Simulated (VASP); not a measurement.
**EuS: single point with PBEsol+U**

EuS:

```
CELL_PARAMETERS angstrom
-3.02434 -6.04869 -3.02434
-3.02434 0.00000 -3.02434
3.02434 0.00000 -3.02434
ATOMIC_POSITIONS crystal
Eu 0.00000 0.00000 0.00000
Eu 0.50000 0.00000 0.50000
S 0.00000 0.50000 0.50000
S 0.50000 0.50000 0.00000
```

* Program: VASP 6.6.1
* Task: single point
* Functional: PBEsol
* Potentials or basis: VASP PAW PBE potentials, release 64 (Eu, S)
* Cutoff: 600 eV
* k mesh: 6 × 6 × 6
* Occupations: fermi-dirac, width 0.1 eV
* Spin: collinear spin, ferromagnetic start
* Starting moments: [7.53, 7.53, -0.07, -0.07] μB
* Hubbard terms: Eu f U = 3.25 eV

```yaml
Pressure: -5.1 GPa
Band_gap_on_the_k_mesh: zero (filled and empty bands overlap)
Net_moment: 14.00 μB per cell
Site_moments: Eu +6.69; S -0.07 μB
Valence_electrons_inside_the_program's_atomic_spheres: Eu 14.78; S 3.71
```

Levels at points of the mesh, in eV from the Fermi level:
Spin up:
```csv
k point,band 26,band 27,band 28,band 29,band 30,band 31,band 32,band 33,band 34,band 35
"(0.00, 0.00, 0.00)",-0.39,-0.39,-0.38,-0.21,-0.20,-0.20,0.86,1.49,1.49,1.49
"(0.50, 0.00, 0.00)",-0.58,-0.37,-0.37,-0.37,-0.37,0.44,0.44,2.19,2.19,2.86
"(0.00, 0.50, 0.00)",-0.61,-0.59,-0.59,-0.59,-0.59,3.08,3.08,3.50,3.51,3.97
"(0.50, 0.00, 0.50)",-0.61,-0.59,-0.59,-0.59,-0.59,3.08,3.08,3.50,3.52,3.97
"(0.50, 0.50, 0.00)",-0.59,-0.59,-0.59,-0.57,-0.57,2.51,2.51,3.03,3.04,3.06
"(0.00, 0.00, 0.50)",-0.59,-0.59,-0.59,-0.57,-0.57,2.51,2.51,3.03,3.04,3.06
"(0.00, 0.50, 0.50)",-0.61,-0.60,-0.60,-0.57,-0.57,2.21,2.21,2.21,2.21,3.80
"(0.50, 0.50, 0.50)",-0.61,-0.39,-0.39,-0.39,-0.39,-0.38,-0.38,3.30,3.34,3.46
```
Spin down:
```tsv
k point	band 13	band 14	band 15	band 16	band 17	band 18	band 19	band 20
(0.00, 0.00, 0.00)	-2.59	-2.22	-2.22	-2.22	0.20	1.36	2.18	2.18
(0.50, 0.00, 0.00)	-2.51	-2.51	-2.51	-2.51	0.97	0.97	2.71	2.71
(0.00, 0.50, 0.00)	-3.31	-3.31	-3.31	-3.31	3.24	3.24	4.21	4.21
(0.50, 0.00, 0.50)	-3.31	-3.31	-3.31	-3.31	3.24	3.24	4.21	4.21
(0.50, 0.50, 0.00)	-3.24	-3.24	-2.99	-2.99	2.83	2.83	3.57	3.57
(0.00, 0.00, 0.50)	-3.24	-3.24	-2.99	-2.99	2.83	2.83	3.57	3.57
(0.00, 0.50, 0.50)	-3.18	-3.18	-3.18	-3.18	2.60	2.60	2.60	2.60
(0.50, 0.50, 0.50)	-2.59	-2.59	-2.59	-2.59	0.20	0.20	3.93	3.93
```

Eigenvalues of the final occupation matrices:
```
    site  spin  trace                         eigenvalues
site 1 f     1   6.76  0.96 0.96 0.96 0.97 0.97 0.97 0.97
site 1 f     2   0.01  0.00 0.00 0.00 0.00 0.00 0.00 0.00
site 2 f     1   6.76  0.96 0.96 0.96 0.97 0.97 0.97 0.97
site 2 f     2   0.01  0.00 0.00 0.00 0.00 0.00 0.00 0.00
```

Wall time 4.4 min on 4 MPI ranks on Intel(R) Xeon(R) 6975P-C (Granite Rapids), with other jobs on the host, peak memory 0.89 GiB a rank.

Caveat: the cell stands under tension; the PAW data sets were made with another functional, which shifts forces and pressure a little; spin-orbit coupling is left out, which moves the levels of the heavy elements. The state reached can hang on the start; a lower one may exist.
